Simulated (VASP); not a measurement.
# PbS (Cmcm) in VASP: settings compared

PbS is run at these levels: LDA, PBEsol, r2SCAN; tasks: single point, relaxation of cell and atoms.

Program: VASP 6.6.1. These are calculated values, not measurements. Logs are shortened: lines on timing, memory, paths and dates and some standing lists are left out, and cuts for length are marked.

## 1. The cell of the first run

Symmetry: Cmcm, No. 63, orthorhombic system. The conventional cell has a = 4.104 Å, b = 11.821 Å, c = 4.221 Å, α = 90.00°, β = 90.00°, γ = 90.00°. Pb (site symmetry m2m) has 5 S at 2.65 to 2.95 Å within 3.5 Å. Within 3.5 Å of S (site symmetry m2m) lie 5 Pb at 2.65 to 2.95 Å.

## 2. Single point, LDA, non-collinear spin, zero start, spin-orbit coupling

The input, INCAR:

```
SYSTEM = PbS
PREC = Accurate
ENCUT = 520
EDIFF = 1E-7
ISMEAR = -1
SIGMA = 0.05
LREAL = .False.
LASPH = .True.
NELM = 150
ALGO = Normal
ISIF = 2
LWAVE = .False.
LCHARG = .False.
MAGMOM = 0 0 0 0 0 0 0 0 0 0 0 0
LORBIT = 11
LSORBIT = .True.
GGA_COMPAT = .False.
LORBMOM = .True.
GGA = CA
NBANDS = 54
KPAR = 4
```

The input, KPOINTS:

```
regular mesh
0
Gamma
  7 7 6
  0 0 0
```

The input, POSCAR:

```
PbS
1.0
    2.0518417802     -5.9103234677      0.0000000000
    2.0518417802      5.9103234677      0.0000000000
    0.0000000000      0.0000000000      4.2214851889
Pb S
2 2
Direct
    0.1305633500      0.8694366500      0.2500000000
    0.8694366500      0.1305633500      0.7500000000
    0.3547970900      0.6452029100      0.2500000000
    0.6452029100      0.3547970900      0.7500000000
```

Potentials or basis: VASP PAW LDA potentials, release 64 (Pb_d, S).

Run with:

```
$ cat potpaw_LDA.64/Pb_d/POTCAR potpaw_LDA.64/S/POTCAR > POTCAR
$ mpirun -np 4 vasp_ncl > vasp.out
```

OUTCAR:

```text
SYSTEM = PbS
   PREC = Accurate
   ENCUT = 520
   EDIFF = 1E-7
   ISMEAR = -1
   LREAL = .False.
   LASPH = .True.
   NELM = 150
   ISIF = 2
   LORBIT = 11
   LSORBIT = .True.
   GGA = CA

 ion  position               nearest neighbor table
   1  0.131  0.869  0.250-   3 2.65   4 2.95   4 2.95   4 2.95   4 2.95   2 3.74   2 3.74   2 4.08
                             2 4.08   2 4.08   2 4.08
   2  0.869  0.131  0.750-   4 2.65   3 2.95   3 2.95   3 2.95   3 2.95   1 3.74   1 3.74   1 4.08
                             1 4.08   1 4.08   1 4.08
   3  0.355  0.645  0.250-   1 2.65   2 2.95   2 2.95   2 2.95   2 2.95
   4  0.645  0.355  0.750-   2 2.65   1 2.95   1 2.95   1 2.95   1 2.95

  LATTYP: Found a base centered orthorhombic cell.
 ALAT       =     4.1036835604
 B/A-ratio  =     2.8804966956
 C/A-ratio  =     1.0287063139

  Lattice vectors:

 A1 = (   2.0518417802,  -5.9103234677,   0.0000000000)
 A2 = (   2.0518417802,   5.9103234677,   0.0000000000)
 A3 = (   0.0000000000,   0.0000000000,   4.2214851889)

Analysis of symmetry for initial positions (statically):
=====================================================================
 Subroutine PRICEL returns:
 Original cell was already a primitive cell.

 Routine SETGRP: Setting up the symmetry group for a
 base centered orthorhombic supercell.

 Subroutine GETGRP returns: Found  8 space group operations
 (whereof  4 operations were pure point group operations)
 out of a pool of  8 trial point group operations.

The static configuration has the point symmetry C_2h.
 The point group associated with its full space group is D_2h.

Analysis of symmetry for dynamics (positions and initial velocities):
=====================================================================
 Subroutine PRICEL returns:
 Original cell was already a primitive cell.

 Routine SETGRP: Setting up the symmetry group for a
 base centered orthorhombic supercell.

 Subroutine GETGRP returns: Found  8 space group operations
 (whereof  4 operations were pure point group operations)
 out of a pool of  8 trial point group operations.

The dynamic configuration has the point symmetry C_2h.
 The point group associated with its full space group is D_2h.

Analysis of structural, dynamic, and magnetic symmetry:
=====================================================================
 Subroutine PRICEL returns:
 Original cell was already a primitive cell.

 Routine SETGRP: Setting up the symmetry group for a
 base centered orthorhombic supercell.

 Subroutine GETGRP returns: Found  8 space group operations
 (whereof  4 operations were pure point group operations)
 out of a pool of  8 trial point group operations.

The overall configuration has the point symmetry C_2h.
[... 1514 lines left out ...]

  FREE ENERGIE OF THE ION-ELECTRON SYSTEM (eV)
  ---------------------------------------------------
  free  energy   TOTEN  =       -20.6572178319 eV

  energy  without entropy=      -20.6572119621  energy(sigma->0) =      -20.65721490

 orbital moment (x)

 # of ion     p       d       tot
 ----------------------------------------
  1         0.000  -0.000  -0.000
  2         0.000  -0.000  -0.000
  3         0.000   0.000   0.000
  4         0.000   0.000   0.000
 ----------------------------------------
            0.000  -0.000  -0.000

 orbital moment (y)

 # of ion     p       d       tot
 ----------------------------------------
  1         0.000  -0.000   0.000
  2         0.000   0.000   0.000
  3         0.000   0.000   0.000
  4         0.000   0.000   0.000
 ----------------------------------------
            0.000   0.000   0.000

 orbital moment (z)

 # of ion     p       d       tot
 ----------------------------------------
  1         0.000   0.000   0.000
  2         0.000   0.000   0.000
  3         0.000   0.000   0.000
  4         0.000   0.000   0.000
 ----------------------------------------
            0.000   0.000   0.000

 Spin-Orbit-Coupling matrix elements

 Ion:    1  E_soc:     -0.8491467
 l=   1
     0.0000000    -0.0759997    -0.0758947
    -0.0759997     0.0000000    -0.0677179
    -0.0758947    -0.0677179     0.0000000
 l=   2
     0.0000000    -0.0137634     0.0000000    -0.0136021    -0.0547374
    -0.0137634     0.0000000    -0.0411452    -0.0136153    -0.0136197
     0.0000000    -0.0411452     0.0000000    -0.0408479     0.0000000
    -0.0136021    -0.0136153    -0.0408479     0.0000000    -0.0136299
    -0.0547374    -0.0136197     0.0000000    -0.0136299     0.0000000
 l=   3
     0.0000000     0.0000000     0.0000000     0.0000000     0.0000000     0.0000000     0.0000000
     0.0000000     0.0000000     0.0000000     0.0000000     0.0000000     0.0000000     0.0000000
     0.0000000     0.0000000     0.0000000     0.0000000     0.0000000     0.0000000     0.0000000
     0.0000000     0.0000000     0.0000000     0.0000000     0.0000000     0.0000000     0.0000000
[... 49 lines left out ...]
 l=   2
     0.0000000     0.0000000     0.0000000     0.0000000     0.0000000
     0.0000000     0.0000000     0.0000000     0.0000000     0.0000000
     0.0000000     0.0000000     0.0000000     0.0000000     0.0000000
     0.0000000     0.0000000     0.0000000     0.0000000     0.0000000
     0.0000000     0.0000000     0.0000000     0.0000000     0.0000000
 l=   3
     0.0000000     0.0000000     0.0000000     0.0000000     0.0000000     0.0000000     0.0000000
     0.0000000     0.0000000     0.0000000     0.0000000     0.0000000     0.0000000     0.0000000
     0.0000000     0.0000000     0.0000000     0.0000000     0.0000000     0.0000000     0.0000000
     0.0000000     0.0000000     0.0000000     0.0000000     0.0000000     0.0000000     0.0000000
     0.0000000     0.0000000     0.0000000     0.0000000     0.0000000     0.0000000     0.0000000
     0.0000000     0.0000000     0.0000000     0.0000000     0.0000000     0.0000000     0.0000000
     0.0000000     0.0000000     0.0000000     0.0000000     0.0000000     0.0000000     0.0000000

 total charge

# of ion       s       p       d       tot
------------------------------------------
    1        1.442   0.607   9.845  11.894
    2        1.442   0.607   9.845  11.894
    3        1.354   2.319   0.000   3.673
    4        1.354   2.319   0.000   3.673
--------------------------------------------------
tot          5.593   5.851  19.690  31.133

 magnetization (x)

# of ion       s       p       d       tot
------------------------------------------
    1        0.000   0.000   0.000   0.000
    2        0.000   0.000   0.000   0.000
    3        0.000   0.000   0.000   0.000
    4        0.000   0.000   0.000   0.000
--------------------------------------------------
tot          0.000   0.000   0.000   0.000

 magnetization (y)

# of ion       s       p       d       tot
------------------------------------------
    1        0.000   0.000   0.000   0.000
    2        0.000   0.000   0.000   0.000
    3        0.000   0.000   0.000   0.000
    4        0.000   0.000   0.000   0.000
--------------------------------------------------
tot          0.000   0.000   0.000   0.000

 magnetization (z)

# of ion       s       p       d       tot
------------------------------------------
    1        0.000   0.000   0.000   0.000
    2        0.000   0.000   0.000   0.000
    3        0.000   0.000   0.000   0.000
    4        0.000   0.000   0.000   0.000
--------------------------------------------------
tot          0.000   0.000   0.000   0.000
```

It took 4.4 min on 4 MPI ranks of Intel Xeon Platinum 8375C at 2.90GHz (Ice Lake), shared host; peak memory 0.73 GiB.

What came out:

```
Free energy                                           : -20.6572 eV
Pressure                                              : -1.5 GPa
Largest force                                         : 0.107 eV/Å
Net moment                                            : 0.00 μB per cell
Valence electrons inside the program's atomic spheres : Pb 11.89; S 3.67
```

Forces on the atoms (eV/Å):
```
Pb   0.000  0.107  0.000
Pb   0.000 -0.107  0.000
S    0.000 -0.057  0.000
S    0.000  0.057  0.000
```

Moments on the atoms (μB; x, y, z):
```
Pb  0.00 0.00 0.00
Pb  0.00 0.00 0.00
S   0.00 0.00 0.00
S   0.00 0.00 0.00
```

## 3. Relaxation of cell and atoms, PBEsol, target pressure 10 GPa, at which the enthalpy is minimised

This run uses another cell than the first one, of 26.66 Å³/atom.

The input, INCAR:

```
  PREC = Accurate
  ENCUT = 600
  EDIFF = 1E-7
  ISMEAR = -1
  SIGMA = 0.05
  LREAL = F
  LASPH = T
  NELM = 60
  ALGO = Normal
  ISIF = 3
  LWAVE = F
  LCHARG = F
  GGA = PS
  IBRION = 2
  NSW = 80
  EDIFFG = -0.005
  PSTRESS = 100.0
```

The input, KPOINTS:

```
regular mesh
0
Gamma
  7 7 6
```

The input, POSCAR:

```
PbS
1.0
    2.0799526950     -5.9912968650      0.0000000000
    2.0799526950      5.9912968650      0.0000000000
    0.0000000000      0.0000000000      4.2793209400
Pb S
2 2
Direct
    0.1305633500      0.8694366500      0.2500000000
    0.8694366500      0.1305633500      0.7500000000
    0.3547970900      0.6452029100      0.2500000000
    0.6452029100      0.3547970900      0.7500000000
```

Potentials or basis: VASP PAW PBE potentials, release 64 (Pb_d, S).

Run with:

```
$ cat potpaw_PBE.64/Pb_d/POTCAR potpaw_PBE.64/S/POTCAR > POTCAR
$ mpirun -np 1 vasp_std > vasp.out
```

It took 60 min on 1 thread of Intel Xeon Platinum 8259CL at 2.50GHz (Skylake/Cascade Lake), shared host; peak memory 0.45 GiB.

It converged, with:

| Property | Result |
| --- | --- |
| Free energy | -18.4136 eV |
| Relaxed volume | 21.60 Å³/atom |
| Relaxed cell | a = 5.713 Å, b = 5.713 Å, c = 4.129 Å, α = 90.00°, β = 90.00°, γ = 140.14° |
| Space group after relaxing (to 0.1 Å) | Cmcm (No. 63) |
| Energy change on relaxing (the run minimises the enthalpy) | +83.6 meV/atom |
| Ionic steps | 26 |
| Pressure after relaxing | 10.0 GPa |
| Largest force after relaxing | 0.004 eV/Å |
| Band gap on the k mesh | 0.88 eV |

Forces on the atoms (eV/Å):
```
Pb   0.000 -0.004  0.000
Pb   0.000  0.004  0.000
S    0.000  0.003  0.000
S    0.000 -0.003  0.000
```

Step by step:
| step | energy change (eV) | largest force (eV/Å) | pressure (GPa) | volume (Å³) |
| --- | --- | --- | --- | --- |
| 1 | 0.0000 | 0.0369 | -1.86 | 106.65 |
| 2 | 1.6109 | 2.5109 | 27.44 | 79.01 |
| 3 | 0.3076 | 1.1238 | 9.64 | 90.85 |
| 4 | 0.3259 | 1.1522 | 9.97 | 90.55 |
| 5 | 0.3213 | 0.6383 | 10.23 | 88.59 |
| 6 | 0.4299 | 0.1216 | 11.38 | 86.11 |
| 7 | 0.3454 | 0.3218 | 9.67 | 86.51 |
| 8 | 0.3459 | 0.3135 | 9.69 | 86.50 |
| 9 | 0.3622 | 0.0863 | 10.45 | 86.05 |
| 10 | 0.3663 | 0.0875 | 10.58 | 85.98 |
| 11 | 0.3191 | 0.0929 | 9.78 | 86.70 |
| 12 | 0.3151 | 0.0932 | 9.71 | 86.76 |
| 13 | 0.3196 | 0.0709 | 9.83 | 86.66 |
| 14 | 0.3241 | 0.0533 | 9.94 | 86.58 |
| 15 | 0.3260 | 0.0468 | 9.98 | 86.55 |
| 16 | 0.3307 | 0.0494 | 10.04 | 86.46 |
| 17 | 0.3384 | 0.0530 | 10.14 | 86.33 |
| 18 | 0.3255 | 0.0183 | 9.82 | 86.53 |
| 19 | 0.3292 | 0.0160 | 9.91 | 86.47 |
| 20 | 0.3376 | 0.0122 | 10.06 | 86.33 |
| 21 | 0.3365 | 0.0113 | 10.04 | 86.35 |
| 22 | 0.3345 | 0.0115 | 10.01 | 86.38 |
| 23 | 0.3312 | 0.0122 | 9.95 | 86.43 |
| 24 | 0.3319 | 0.0124 | 9.96 | 86.42 |
| 25 | 0.3369 | 0.0040 | 10.07 | 86.34 |
| 26 | 0.3343 | 0.0044 | 10.02 | 86.38 |

Final structure:
```
Pb S
1.0
     1.94741   -5.37124    0.00000
     1.94741    5.37124    0.00000
     0.00000    0.00000    4.12925
Pb S
2 2
Direct
  0.12001 0.87999 0.25000
  0.87999 0.12001 0.75000
  0.36601 0.63399 0.25000
  0.63399 0.36601 0.75000
```

Levels at points of the mesh, in eV from the valence-band top:
| k point | band 18 | band 19 | band 20 | band 21 | band 22 | band 23 |
| --- | --- | --- | --- | --- | --- | --- |
| (0.00, 0.00, 0.00) | -2.70 | -2.25 | -1.30 | 4.13 | 4.23 | 5.07 |
| (0.00, 0.00, 0.50) | -1.66 | -0.05 | -0.05 | 1.36 | 1.36 | 2.30 |

Caveat: the cell is relaxed towards a set pressure, so the run minimises the enthalpy, not the energy; the volume moved by over 15 % at a fixed basis, so the end points are rough; the PAW data sets were made with another functional, which shifts forces and pressure a little; spin-orbit coupling is left out, which moves the levels of the heavy elements.

## 4. Relaxation of cell and atoms, PBEsol, target pressure 20 GPa, at which the enthalpy is minimised

This run uses another cell than the first one, of 26.66 Å³/atom.

The input, INCAR:

```
SYSTEM = PbS
PREC     = Accurate       ! precision mode
ENCUT    = 600            ! plane-wave cutoff, eV
EDIFF    = 1E-6           ! SCF threshold, eV
ISMEAR   = -1             ! smearing method
SIGMA    = 0.05           ! smearing width, eV
LREAL    = .FALSE.        ! projectors in reciprocal space
LASPH    = .TRUE.         ! aspherical terms in the spheres
NELM     = 100            ! most SCF steps
ALGO     = Normal         ! electronic algorithm
ISIF     = 3              ! what is computed and relaxed
LWAVE    = .FALSE.        ! write WAVECAR
LCHARG   = .FALSE.        ! write CHGCAR
GGA      = PS             ! functional
IBRION   = 2              ! ionic algorithm
NSW      = 80             ! ionic steps
EDIFFG   = -0.005         ! ionic threshold
PSTRESS  = 200.0
```

The input, KPOINTS:

```
Automatic mesh
0
G
  7 7 6
  0 0 0
```

POSCAR is that of step 3.

Run with:

```
$ cat potpaw_PBE.64/Pb_d/POTCAR potpaw_PBE.64/S/POTCAR > POTCAR
$ mpirun -np 1 vasp_std > vasp.out
```

It took 50 min on 1 thread of Intel Xeon Platinum 8259CL at 2.50GHz (Skylake/Cascade Lake), shared host; peak memory 0.45 GiB.

The run converged. Its results:

```yaml
Free_energy: -17.7622 eV
Relaxed_volume: 19.81 Å³/atom
Relaxed_cell: a = 5.516 Å, b = 5.516 Å, c = 4.056 Å, α = 90.00°, β = 90.00°, γ = 140.04°
Space_group_after_relaxing_to_0.1_Å: Cmcm (No. 63)
Energy_change_on_relaxing_the_run_minimises_the_enthalpy: +246.4 meV/atom
Ionic_steps: 23
Pressure_after_relaxing: 20.0 GPa
Largest_force_after_relaxing: 0.004 eV/Å
Band_gap_on_the_k_mesh: 0.45 eV (least direct gap 0.72 eV)
```

Forces in eV/Å, atoms in the order of the input:
```
Pb   0.000  0.004  0.000
Pb   0.000 -0.004  0.000
S    0.000 -0.001  0.000
S    0.000  0.001  0.000
```

Step by step:
| step | energy change (eV) | largest force (eV/Å) | pressure (GPa) | volume (Å³) |
| --- | --- | --- | --- | --- |
| 1 | 0.0000 | 0.0355 | -1.86 | 106.65 |
| 2 | 8.4758 | 6.7516 | 101.52 | 59.78 |
| 3 | 0.8093 | 1.7746 | 17.33 | 84.78 |
| 4 | 0.9490 | 1.9227 | 19.19 | 83.56 |
| 5 | 1.0101 | 1.9837 | 19.99 | 83.06 |
| 6 | 1.0337 | 0.7983 | 20.90 | 80.25 |
| 7 | 1.2042 | 0.1594 | 22.51 | 78.52 |
| 8 | 0.9133 | 0.6713 | 17.90 | 80.27 |
| 9 | 0.9588 | 0.3974 | 19.17 | 79.70 |
| 10 | 1.0843 | 0.2029 | 21.40 | 78.59 |
| 11 | 1.0465 | 0.1256 | 20.81 | 78.88 |
| 12 | 0.9509 | 0.1523 | 19.59 | 79.60 |
| 13 | 0.9440 | 0.1559 | 19.51 | 79.66 |
| 14 | 0.9633 | 0.1041 | 19.82 | 79.47 |
| 15 | 0.9747 | 0.0791 | 19.99 | 79.37 |
| 16 | 0.9830 | 0.0617 | 20.06 | 79.29 |
| 17 | 0.9958 | 0.0382 | 20.14 | 79.18 |
| 18 | 0.9679 | 0.0438 | 19.71 | 79.40 |
| 19 | 0.9819 | 0.0227 | 19.91 | 79.29 |
| 20 | 0.9899 | 0.0230 | 20.03 | 79.22 |
| 21 | 0.9913 | 0.0234 | 20.06 | 79.21 |
| 22 | 0.9884 | 0.0096 | 20.03 | 79.24 |
| 23 | 0.9857 | 0.0035 | 20.00 | 79.26 |

Final structure:
```
Pb S
1.0
     1.88477   -5.18435    0.00000
     1.88477    5.18435    0.00000
     0.00000    0.00000    4.05561
Pb S
2 2
Direct
  0.11822 0.88178 0.25000
  0.88178 0.11822 0.75000
  0.36849 0.63151 0.25000
  0.63151 0.36849 0.75000
```

Levels at points of the mesh, in eV from the valence-band top:
| k point | band 16 | band 17 | band 18 | band 19 | band 20 | band 21 | band 22 | band 23 | band 24 |
| --- | --- | --- | --- | --- | --- | --- | --- | --- | --- |
| (0.00, 0.00, 0.00) | -5.17 | -3.35 | -3.23 | -2.76 | -1.79 | 3.81 | 4.01 | 5.13 | 5.56 |
| (0.00, 0.00, 0.50) | -4.80 | -2.00 | -2.00 | -0.05 | -0.05 | 1.15 | 1.15 | 2.05 | 2.05 |

Caveat: the cell is relaxed towards a set pressure, so the run minimises the enthalpy, not the energy; the volume moved by over 15 % at a fixed basis, so the end points are rough; the PAW data sets were made with another functional, which shifts forces and pressure a little; spin-orbit coupling is left out, which moves the levels of the heavy elements. A k mesh can miss the band edges.

## 5. Single point, r2SCAN, non-collinear spin, zero start, spin-orbit coupling

This run uses another cell than the first one, of 26.66 Å³/atom.

POSCAR is that of step 4.

The input, INCAR.step1:

```
SYSTEM = PbS
PREC = Accurate
ENCUT = 520
ISMEAR = -1
SIGMA = 0.05
LREAL = .False.
LASPH = .True.
NELM = 150
MAGMOM = 0 0 0 0 0 0 0 0 0 0 0 0
LSORBIT = .True.
GGA_COMPAT = .False.
NBANDS = 54
GGA = PE
ALGO = Normal
EDIFF = 1E-4
LWAVE = .True.
LCHARG = .False.
```

The input, INCAR.step2:

```
SYSTEM = PbS
PREC = Accurate
ENCUT = 520
EDIFF = 1E-6
ISMEAR = -1
SIGMA = 0.05
LREAL = .False.
LASPH = .True.
NELM = 150
ALGO = Normal
ISIF = 2
LWAVE = .False.
LCHARG = .False.
MAGMOM = 0 0 0 0 0 0 0 0 0 0 0 0
LORBIT = 11
LSORBIT = .True.
GGA_COMPAT = .False.
LORBMOM = .True.
METAGGA = R2SCAN
LMIXTAU = .True.
NBANDS = 54
ISTART = 1
```

The input, KPOINTS:

```
Automatic mesh
0
Gamma
  5 5 5
  0 0 0
```

Run with:

```
$ cat potpaw_PBE.64/Pb_d/POTCAR potpaw_PBE.64/S/POTCAR > POTCAR
$ cp INCAR.step1 INCAR
$ mpirun -np 1 vasp_ncl > vasp.out
$ cp INCAR.step2 INCAR
$ mpirun -np 1 vasp_ncl > vasp.out
```

It took 55 min on 1 thread of Oxide Virtual Turin-like, shared host; peak memory 0.75 GiB.

It converged, with:

| Quantity | Value |
| --- | --- |
| Free energy | -131.8714 eV |
| Pressure | -0.2 GPa |
| Largest force | 0.082 eV/Å |
| Net moment | 0.00 μB per cell |
| Valence electrons inside the program's atomic spheres | Pb 11.84; S 3.70 |

Forces in eV/Å, atoms in the order of the input:
```
Pb   0.000 -0.049  0.000
Pb   0.000  0.049  0.000
S    0.000  0.082  0.000
S    0.000 -0.082  0.000
```

Stress tensor (GPa, compression positive):
```
 0.07  0.00  0.00
 0.00 -0.54  0.00
 0.00  0.00 -0.09
```

Moments on the atoms (μB; x, y, z):
```
Pb  0.00 0.00 0.00
Pb  0.00 0.00 0.00
S   0.00 0.00 0.00
S   0.00 0.00 0.00
```

Caveat: the PAW data sets were made with another functional, which shifts forces and pressure a little.

## 6. Overview

| task | level | potentials or basis | spin | cell | k mesh | cutoff (eV) | gap on the mesh (eV) | pressure (GPa) | moment (μB) | largest force (eV/Å) |
| --- | --- | --- | --- | --- | --- | --- | --- | --- | --- | --- |
| single point | LDA | VASP PAW LDA potentials, release 64 (Pb_d, S) | non-collinear, zero start, SOC | a = 6.256, b = 6.256, c = 4.221 Å, angles 90.0, 90.0, 141.7°, 4 atoms | 7 × 7 × 6 | 520 | - | -1.5 | 0.00 | 0.11 |
| relaxation of cell and atoms | PBEsol | VASP PAW PBE potentials, release 64 (Pb_d, S) | off | relaxed to 10 GPa from a = 6.342, b = 6.342, c = 4.279 Å, angles 90.0, 90.0, 141.7°, 4 atoms | 7 × 7 × 6 | 600 | 0.88 | 10.0 | - | - |
| relaxation of cell and atoms | PBEsol | VASP PAW PBE potentials, release 64 (Pb_d, S) | off | relaxed to 20 GPa from a = 6.342, b = 6.342, c = 4.279 Å, angles 90.0, 90.0, 141.7°, 4 atoms | 7 × 7 × 6 | 600 | 0.45 | 20.0 | - | - |
| single point | r2SCAN | VASP PAW PBE potentials, release 64 (Pb_d, S) | non-collinear, zero start, SOC | a = 6.342, b = 6.342, c = 4.279 Å, angles 90.0, 90.0, 141.7°, 4 atoms | 5 × 5 × 5 | 520 | - | -0.2 | 0.00 | 0.08 |

Alike in all rows: smearing fermi-dirac 0.05 eV.

Caveats: the PAW data sets were made with another functional, which shifts forces and pressure a little (at least some runs); the cell is relaxed towards a set pressure, so the run minimises the enthalpy, not the energy (at least some runs); the volume moved by over 15 % at a fixed basis, so the end points are rough (at least some runs); spin-orbit coupling is left out, which moves the levels of the heavy elements (at least some runs).

Absolute energies hang on the potentials; compare differences alone.
